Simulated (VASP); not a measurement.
Input of a VASP 6.6.1 run:

The input INCAR:

```
SYSTEM = ScAl3N3
PREC = Accurate ; ENCUT = 600
EDIFF = 1E-6 ; ISMEAR = 0
SIGMA = 0.2 ; LREAL = .FALSE.
LASPH = .TRUE. ; NELM = 120
ALGO = Normal ; ISIF = 2
LWAVE = .FALSE. ; LCHARG = .FALSE.
GGA = PE ; NBANDS = 26
GGA_COMPAT = .FALSE.
```

File KPOINTS:

```
regular mesh
0
G
  4 4 4
  0 0 0
```

File POSCAR:

```
ScAl3N3
1.0
    4.2918065841      0.0000000000      0.0000000000
    0.0000000000      4.2918065841      0.0000000000
    0.0000000000      0.0000000000      4.2918065841
Sc Al N
1 3 3
Direct
    0.0000000000      0.0000000000      0.0000000000
    0.0000000000      0.5000000000      0.5000000000
    0.5000000000      0.0000000000      0.5000000000
    0.5000000000      0.5000000000      0.0000000000
    0.5000000000      0.0000000000      0.0000000000
    0.0000000000      0.5000000000      0.0000000000
    0.0000000000      0.0000000000      0.5000000000
```

Potentials or basis: VASP PAW PBE potentials, release 64 (Sc_sv, Al, N).

Launch:

```console
$ cat potpaw_PBE.64/Sc_sv/POTCAR potpaw_PBE.64/Al/POTCAR potpaw_PBE.64/N/POTCAR > POTCAR
$ mpirun -np 1 vasp_std > vasp.out
```

(1) Estimate the pressure.

Results:

(1) -0.4 GPa.

Caveat: the k points lie up to 0.37 Å⁻¹ apart.
